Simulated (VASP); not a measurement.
Runs of VASP 6.6.1 on Ta. The structure is that of space group I4/mmm (No. 139), or close to it. The cells are those of the table. 

```tsv
cell	gap on the mesh (eV)	pressure (GPa)
a = 2.944 Å, angles 105.4, 105.4, 117.9°, 1 atom	none	-7.5
a = 2.938 Å, angles 111.6, 111.6, 105.3°, 1 atom	none	(a)
a = 3.015 Å, angles 107.5, 107.5, 113.6°, 1 atom	none	-20.4
a = 2.979 Å, angles 106.5, 106.5, 115.7°, 1 atom	none	-14.9
```

Alike in all rows: task single point; level PBE; potentials or basis VASP PAW PBE potentials, release 64 (Ta_pv); no spin polarisation; k mesh 20 × 20 × 20; cutoff (eV) 520; smearing gaussian 0.15 eV.

Question: Fill in the values left out.

Answer: (a) -10.2.

Caveats: spin-orbit coupling is left out, which moves the levels of the heavy elements; the cell stands under tension (at least some runs); the stress differs along the axes, from -10 to -2 GPa (at least some runs); the stress differs along the axes, from -14 to -8 GPa (at least some runs).

A k mesh can miss the band edges, and the runs leave out spin-orbit coupling on Ta.

A gap of «none» marks levels without a gap at the run's occupations.
